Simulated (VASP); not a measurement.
The system is B2AsH2.

```
B H As
1.0
     3.25958    0.00000    0.00000
    -1.62979    2.82288    0.00000
     0.00000    0.00000    5.94257
B H As
2 2 1
Direct
  0.33333 0.66667 0.50000
  0.66667 0.33333 0.50000
  0.00000 0.00000 0.22324
  0.00000 0.00000 0.77676
  0.00000 0.00000 0.00000
```

```yaml
Program: VASP 6.6.1
Task: relaxation of cell and atoms
Functional: PBE
Potentials_or_basis: VASP PAW PBE potentials, release 64 (B, H, As)
Cutoff: 600 eV
k_mesh: 6 × 6 × 4
Occupations: gaussian, width 0.1 eV
Spin: no spin polarisation
```

At the start: pressure 0.9 GPa; volume 10.94 Å³/atom.

How do energy, volume and symmetry change on relaxing?

Over 13 steps the energy falls by 466.9 meV/atom and the volume is 9.51 Å³/atom (-13.1 %); space group P6/mmm (No. 191, to 0.05 Å).

Step by step:
```
step  energy change (eV)  largest force (eV/Å)  pressure (GPa)  volume (Å³)
   1              0.0000                5.4743            0.87        54.68
   2             -2.0829                0.4582           -9.10        54.23
   3             -2.0966                0.2387          -10.35        54.45
   4             -2.1015                0.2983          -10.17        54.41
   5             -2.2939                0.1861           -1.64        49.32
   6             -2.2943                0.1828           -1.17        49.11
   7             -2.3215                0.0044           -0.52        48.45
   8             -2.3276                0.1216            0.07        48.03
   9             -2.3276                0.1303            0.11        48.01
  10             -2.3295                0.1127           -0.17        48.02
  11             -2.3317                0.0621           -0.94        48.07
  12             -2.3328                0.0484           -0.78        47.94
  13             -2.3346                0.0084           -0.25        47.54
```

Final structure:
```yaml
crystal:
  lattice:
    - [2.94382, 0.00000, 0.00000]
    - [-1.47191, 2.54943, 0.00000]
    - [0.00000, 0.00000, 6.33477]
  atoms:
    - { symbol: B, position: [0.33333, 0.66667, 0.50000] }
    - { symbol: B, position: [0.66667, 0.33333, 0.50000] }
    - { symbol: H, position: [0.00000, 0.00000, 0.26658] }
    - { symbol: H, position: [0.00000, 0.00000, 0.73342] }
    - { symbol: As, position: [0.00000, 0.00000, 0.00000] }
```

Caveat: the k points lie up to 0.41 Å⁻¹ apart in the final cell.
